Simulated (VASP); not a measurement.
Set up this calculation in VASP 6.6.1, as the native input.

- Task: single point
- Functional: PBEsol
- Potentials or basis: VASP PAW PBE potentials, release 64 (Se)
- Cutoff: 520 eV
- k mesh: 8 × 8 × 6
- Occupations: fermi-dirac, width 0.05 eV
- Spin: no spin polarisation
- Dipole correction: no
- Further INCAR settings: ALGO = Normal; EDIFF = 1e-07; NBANDS = 16

The structure of Se lies in POSCAR:

```
Se
1.0
    4.0443569462      0.0000000000      0.0000000000
   -2.0221784731      3.5025158573      0.0000000000
    0.0000000000      0.0000000000      5.1218593052
Se
3
Direct
    0.2480147508      1.0000000000      0.3333333333
    0.0000000000      0.2480147508      0.6666666667
    0.7519852492      0.7519852492      1.0000000000
```

One way to write it, as run:

INCAR

```
SYSTEM = Se
PREC = Accurate
ENCUT = 520
EDIFF = 1E-7
ISMEAR = -1
SIGMA = 0.05
LREAL = .False.
LASPH = .True.
NELM = 80
ALGO = Normal
ISIF = 2
LWAVE = .False.
LCHARG = .False.
GGA = PS
NBANDS = 16
```

KPOINTS

```
Automatic mesh
0
Gamma
  8 8 6
  0 0 0
```

Potentials or basis: VASP PAW PBE potentials, release 64 (Se).

Launch:

```bash
$ cat potpaw_PBE.64/Se/POTCAR > POTCAR
$ mpirun -np 1 vasp_std > vasp.out
```

It gave:

| Quantity | Value |
| --- | --- |
| Pressure | 0.1 GPa |
| Largest force | 0.039 eV/Å |
| Band gap on the k mesh | 0.72 eV, direct |

Caveat: the PAW data sets were made with another functional, which shifts forces and pressure a little.

Wall time 60 s on 1 thread of Intel Xeon 8259CL (shared host), peak memory 0.2 GiB.
